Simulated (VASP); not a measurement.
# Al3Cu (P4/mmm) in VASP: further runs, part 2 of 2

VASP 6.6.1.

**4. Single point, PBEsol**

Input file INCAR:

```
ALGO = Fast
EDIFF = 1E-6
ENCUT = 520
GGA = PS
ISIF = 2
ISMEAR = 0
LASPH = T
LCHARG = T
LELF = T
LREAL = F
LVHAR = T
LWAVE = F
NBANDS = 18
NELM = 60
PREC = Accurate
SIGMA = 0.3
```

Input file KPOINTS:

```
k-points
0
Gamma
  16 16 6
```

Input file POSCAR:

```
Al3Cu
1.0
    2.7784054294      0.0000000000      0.0000000000
    0.0000000000      2.7784054294      0.0000000000
    0.0000000000      0.0000000000      7.5134034100
Al Cu
3 1
Direct
    0.0000000000      0.0000000000      0.5000000000
    0.5000000000      0.5000000000      0.2261155100
    0.5000000000      0.5000000000      0.7738844900
    0.0000000000      0.0000000000      0.0000000000
```

Potentials or basis: VASP PAW PBE potentials, release 64 (Al, Cu).

Launch:

```bash
cat potpaw_PBE.64/Al/POTCAR potpaw_PBE.64/Cu/POTCAR > POTCAR
mpirun -np 1 vasp_std > vasp.out
```

OUTCAR:

```text
EDIFF = 1E-6
   ENCUT = 520
   GGA = PS
   ISIF = 2
   ISMEAR = 0
   LASPH = T
   LREAL = F
   NELM = 60
   PREC = Accurate

 ion  position               nearest neighbor table
   1  0.000  0.000  0.500-   2 2.85   3 2.85   2 2.85   3 2.85   2 2.85   3 2.85   2 2.85   3 2.85

   2  0.500  0.500  0.226-   4 2.60   4 2.60   4 2.60   4 2.60   1 2.85   1 2.85   1 2.85   1 2.85

   3  0.500  0.500  0.774-   4 2.60   4 2.60   4 2.60   4 2.60   1 2.85   1 2.85   1 2.85   1 2.85

   4  0.000  0.000  0.000-   2 2.60   3 2.60   2 2.60   3 2.60   2 2.60   3 2.60   2 2.60   3 2.60

  LATTYP: Found a simple tetragonal cell.
 ALAT       =     2.7784054294
 C/A-ratio  =     2.7042141980

  Lattice vectors:

 A1 = (   2.7784054294,   0.0000000000,   0.0000000000)
 A2 = (   0.0000000000,   2.7784054294,   0.0000000000)
 A3 = (   0.0000000000,   0.0000000000,   7.5134034100)

Analysis of symmetry for initial positions (statically):
=====================================================================
 Subroutine PRICEL returns:
 Original cell was already a primitive cell.

 Routine SETGRP: Setting up the symmetry group for a
 simple tetragonal supercell.

 Subroutine GETGRP returns: Found 16 space group operations
 (whereof 16 operations were pure point group operations)
 out of a pool of 16 trial point group operations.

The static configuration has the point symmetry D_4h.

Analysis of symmetry for dynamics (positions and initial velocities):
=====================================================================
 Subroutine PRICEL returns:
 Original cell was already a primitive cell.

 Routine SETGRP: Setting up the symmetry group for a
 simple tetragonal supercell.

 Subroutine GETGRP returns: Found 16 space group operations
 (whereof 16 operations were pure point group operations)
 out of a pool of 16 trial point group operations.

The dynamic configuration has the point symmetry D_4h.

 Subroutine INISYM returns: Found 16 space group operations
 (whereof 16 operations are pure point group operations),
 and found     1 'primitive' translations

----------------------------------------------------------------------------------------

                                     Primitive cell

  volume of cell :      58.0000

  direct lattice vectors                    reciprocal lattice vectors
     2.778405429  0.000000000  0.000000000     0.359918675  0.000000000  0.000000000
     0.000000000  2.778405429  0.000000000     0.000000000  0.359918675  0.000000000
     0.000000000  0.000000000  7.513403410     0.000000000  0.000000000  0.133095476

  length of vectors
     2.778405429  2.778405429  7.513403410     0.359918675  0.359918675  0.133095476

  position of ions in fractional coordinates (direct lattice)
     0.000000000  0.000000000  0.500000000
     0.500000000  0.500000000  0.226115510
     0.500000000  0.500000000  0.773884490
     0.000000000  0.000000000  0.000000000

  ion indices of the primitive-cell ions
   primitive index   ion index
                 1           1
                 2           2
                 3           3
[... 25 lines left out ...]

 Found    180 irreducible k-points:

 Following reciprocal coordinates:
            Coordinates               Weight
  0.000000  0.000000  0.000000      1.000000
  0.062500  0.000000  0.000000      4.000000
  0.125000  0.000000  0.000000      4.000000
  0.187500  0.000000  0.000000      4.000000
  0.250000  0.000000  0.000000      4.000000
  0.312500  0.000000  0.000000      4.000000
[... 16 lines left out ...]
  0.437500  0.125000  0.000000      8.000000
  0.500000  0.125000  0.000000      4.000000
 [... further k-points ...]
   k-points           NKPTS =    180   k-points in BZ     NKDIM =    180   number of bands    NBANDS=     18
   number of dos      NEDOS =    301   number of ions     NIONS =      4
   total plane-waves  NPLWV =  32256
   dimension x,y,z NGX =    24 NGY =   24 NGZ =   56
   dimension x,y,z NGXF=    48 NGYF=   48 NGZF=  112
   ions per type =               3   1
   NGX,Y,Z   is equivalent  to a cutoff of  14.36, 14.36, 12.39 a.u.
   NGXF,Y,Z  is equivalent  to a cutoff of  28.72, 28.72, 24.78 a.u.
 SYSTEM =  unknown system
   PREC   = accura    normal or accurate (medium, high low for compatibility)
   ISTART =      0    job   : 0-new  1-cont  2-samecut
   ICHARG =      2    charge: 1-file 2-atom 10-const
   ISPIN  =      1    spin polarized calculation?
   LNONCOLLINEAR =      F non collinear calculations
   LSORBIT =      F    spin-orbit coupling
   LASPH  =      T    aspherical Exc in radial PAW
   ENCUT  =  520.0 eV  38.22 Ry    6.18 a.u.   5.17  5.17 13.97*2*pi/ulx,y,z
   NELM   =     60;   NELMIN=  2; NELMDL= -5     # of ELM steps
   EDIFF  = 0.1E-05   stopping-criterion for ELM
   LREAL  =      F    real-space projection
   EDIFFG = 0.1E-04   stopping-criterion for IOM
   NSW    =      0    number of steps for IOM
   IBRION =     -1    ionic relax: 0-MD 1-quasi-New 2-CG
   NFREE  =      0    steps in history (QN), initial steepest desc. (CG)
   ISIF   =      2    stress and relaxation
   ISYM   =      2    0-nonsym 1-usesym 2-fastsym
   POTIM  = 0.5000    time-step for ionic-motion
   TEBEG  =    0.0;   TEEND  =   0.0 temperature during run
   PSTRESS=    0.0 pullay stress
   NELECT =      20.0000    total number of electrons
   NUPDOWN=      -1.0000    fix difference up-down
   EMIN   =  10.00;   EMAX   =-10.00  energy-range for DOS
   EFERMI =   0.00;   METHOD = LEGACY
   ISMEAR =     0;   SIGMA  =   0.30  broadening in eV -4-tet -1-fermi 0-gaus
   EFERMI_NEDOS =   21; number of points for ismear=-14 and -15
   IALGO  =     68    algorithm
   IMIX   =      4    mixing-type and parameters
     AMIX     =   0.40;   BMIX     =  1.00
     AMIX_MAG =   1.60;   BMIX_MAG =  1.00
  volume/ion in A,a.u.               =      14.50        97.85
  Fermi-wavevector in a.u.,A,eV,Ry     =   1.148001  2.169407 17.931197  1.317906
  Thomas-Fermi vector in A             =   2.284678
   LORBIT       =      0    0 simple, 1 ext, 2 COOP (PROOUT), +10 PAW based schemes
   GGA     = PS    functional components
   LHFCALC =     F    Hartree Fock is set to
   AEXX    =    0.0000 exact exchange contribution
   IVDW    =     0    specifies the selected vdW correction
   LEPSILON=     F    determine dielectric tensor
   LRPA    =     F    only Hartree local field effects (RPA)
 non-spin polarized calculation
 RMM-DIIS sequential band-by-band and
 Gauss-broadening in eV      SIGMA  =   0.30
  energy-cutoff  :      520.00
  volume of cell :       58.00
 maximum number of plane-waves:      1580
 NGX is ok and might be reduce to    24
   NGX = 11   NGY = 11   NGZ = 27

 number of electron      20.0000014 magnetization

 Free energy of the ion-electron system (eV)
  ---------------------------------------------------
  ext. energy  EPLUGINS =         0.00000000
  ---------------------------------------------------
  free energy    TOTEN  =       -16.97978442 eV

  energy without entropy =      -16.91207416  energy(sigma->0) =      -16.94592929

 E-fermi :   8.5174     XC(G=0): -10.9993

 val. band max:        8.5079232025   @ k =   0.2500   0.1250   0.3333
 cond. band min:       8.5177552876   @ k =   0.4375   0.2500   0.5000
 fundamental gap:      0.0098320850
 Fermi energy:         8.5174077135

 k-point     1 :       0.0000    0.0000    0.0000
  band No.  band energies     occupation
      1      -2.7661      2.00000
      2      -0.3171      2.00000
      3       0.0334      2.00000
      4       4.0402      2.00000
      5       4.1339      2.00000
      6       4.9231      2.00000
[... 481 lines left out ...]
      5       4.1643      2.00000
      6       4.2434      2.00000
[... 10 lines left out ...]
     17      16.2120      0.00000
     18      18.1794      0.00000

 [... further k-points ...]

------------------------ aborting loop because EDIFF is reached ----------------------------------------

  FORCE on cell =-STRESS in cart. coord.  units (eV):
  Direction    XX          YY          ZZ          XY          YZ          ZX
  --------------------------------------------------------------------------------------
  -------------------------------------------------------------------------------------
  Total        0.3326146      0.3326146      0.5806992      0.0000000     -0.0000000     -0.0000000
  in kB        9.1880620      9.1880620     16.0410900      0.0000000     -0.0000000     -0.0000000
  external PRESSURE =      11.4724047 kB  Pullay stress =       0.0000000 kB

 VOLUME and BASIS-vectors are now :
 -----------------------------------------------------------------------------
  energy-cutoff  :      520.00
  volume of cell :       58.00
      direct lattice vectors                 reciprocal lattice vectors
     2.778405429  0.000000000  0.000000000     0.359918675  0.000000000  0.000000000
     0.000000000  2.778405429  0.000000000     0.000000000  0.359918675  0.000000000
     0.000000000  0.000000000  7.513403410     0.000000000  0.000000000  0.133095476

 POSITION                                       TOTAL-FORCE (eV/Angst)
 -----------------------------------------------------------------------------------
      0.00000      0.00000      3.75670        -0.000000     -0.000000     -0.000000
      1.38920      1.38920      1.69890        -0.000000      0.000000     -0.184155
      1.38920      1.38920      5.81451         0.000000     -0.000000      0.184155
      0.00000      0.00000      0.00000        -0.000000     -0.000000     -0.000000
 -----------------------------------------------------------------------------------
    total drift:                                0.000000      0.000000     -0.000000

  FREE ENERGIE OF THE ION-ELECTRON SYSTEM (eV)
  ---------------------------------------------------
  free  energy   TOTEN  =       -16.9797844204 eV

  energy  without entropy=      -16.9120741613  energy(sigma->0) =      -16.94592929
```

OSZICAR:

```text
N       E                     dE             d eps       ncg     rms          rms(c)
DAV:   1     0.728146392289E+02    0.72815E+02   -0.82817E+03  6514   0.115E+03
DAV:   2    -0.156571138589E+02   -0.88472E+02   -0.81765E+02  6640   0.214E+02
DAV:   3    -0.200085788215E+02   -0.43515E+01   -0.41797E+01  8872   0.525E+01
[... 17 lines left out ...]
RMM:  21    -0.169798720225E+02    0.21965E-04   -0.47319E-06  5715   0.238E-02    0.878E-02
RMM:  22    -0.169798353922E+02    0.36630E-04   -0.16008E-05  7895   0.451E-02    0.637E-02
RMM:  23    -0.169797942444E+02    0.41148E-04   -0.49892E-05 11347   0.837E-02    0.279E-02
RMM:  24    -0.169797852178E+02    0.90266E-05   -0.12371E-05  8155   0.457E-02    0.787E-03
RMM:  25    -0.169797844204E+02    0.79736E-06   -0.28196E-06  5043   0.156E-02
   1 F= -.16979784E+02 E0= -.16945929E+02  d E =-.677103E-01
```

It took 7 min on 1 thread of Intel Xeon Platinum 8375C at 2.90GHz (Ice Lake), shared host; peak memory 0.3 GiB.

Results:

```yaml
Free_energy: -16.9798 eV
Pressure: 1.1 GPa
Largest_force: 0.184 eV/Å
Band_gap_on_the_k_mesh: zero (bands 10 and 11 overlap by 6.30 eV)
```

Forces on the atoms (eV/Å):
```
Al   0.000  0.000  0.000
Al   0.000  0.000 -0.184
Al   0.000  0.000  0.184
Cu   0.000  0.000  0.000
```

Caveat: so wide a smearing shifts energies and pressures; the PAW data sets were made with another functional, which shifts forces and pressure a little.

**5. Summary**

```csv
smearing,gap on the mesh (eV),pressure (GPa),largest force (eV/Å)
gaussian 0.02 eV,none,0.8,0.22
gaussian 0.2 eV,none,1.2,0.19
gaussian 0.3 eV,none,1.1,0.18
```

Alike in all rows: task single point; level PBEsol; potentials or basis VASP PAW PBE potentials, release 64 (Al, Cu); no spin polarisation; cell as given; k mesh 16 × 16 × 6; cutoff (eV) 520.

Caveats: the PAW data sets were made with another functional, which shifts forces and pressure a little; so wide a smearing shifts energies and pressures (at least some runs).

Absolute energies hang on the potentials; compare differences alone.
